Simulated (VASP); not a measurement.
Wanted: the native input for a VASP 6.6.1 run.

* Task: single point
* Functional: PBE
* Potentials or basis: VASP PAW PBE potentials, release 64 (Ga_d, N, In_d)
* Cutoff: 520 eV
* k mesh: 8 × 8 × 8
* Occupations: fermi-dirac, width 0.02 eV
* Spin: no spin polarisation
* Dipole correction: no
* Further INCAR settings: ALGO = Normal; EDIFF = 1e-06; NBANDS = 36

The structure of In2GaN3 lies in POSCAR:

```
In2GaN3
1.0
   -1.7530871837      1.7530871837      7.5185494288
    1.7530871837     -1.7530871837      7.5185494288
    1.7530871837      1.7530871837     -7.5185494288
Ga N In
1 3 2
Direct
    0.0000000000      0.0000000000      0.0000000000
    0.4292491012      0.9292491012      0.5000000000
    0.7500000000      0.2500000000      0.5000000000
    0.0707508988      0.5707508988      0.5000000000
    0.3393115165      0.3393115165      0.0000000000
    0.6606884835      0.6606884835      0.0000000000
```

The input as run:

INCAR

```
SYSTEM = In2GaN3
PREC = Accurate ; ENCUT = 520
EDIFF = 1E-6 ; ISMEAR = -1
SIGMA = 0.02 ; LREAL = .FALSE.
LASPH = .TRUE. ; NELM = 100
ALGO = Normal ; ISIF = 2
LWAVE = .FALSE. ; LCHARG = .FALSE.
GGA = PE ; NBANDS = 36
```

KPOINTS

```
Automatic mesh
0
G
  8 8 8
  0 0 0
```

Potentials or basis: VASP PAW PBE potentials, release 64 (Ga_d, N, In_d).

The run is started by

```console
$ cat potpaw_PBE.64/Ga_d/POTCAR potpaw_PBE.64/N/POTCAR potpaw_PBE.64/In_d/POTCAR > POTCAR
$ mpirun -np 1 vasp_std > vasp.out
```

Results of the run:

```yaml
Pressure: -6.7 GPa
Largest_force: 0.074 eV/Å
Band_gap_on_the_k_mesh: zero (filled and empty bands touch)
```

Caveat: the cell stands under tension; semilocal functionals underestimate gaps, so a narrow gap can read as zero; spin-orbit coupling is left out, which moves the levels of the heavy elements.

It took 5.8 min on 1 thread of Intel(R) Xeon(R) 6975P-C (Granite Rapids) (shared host), peak memory 0.57 GiB.
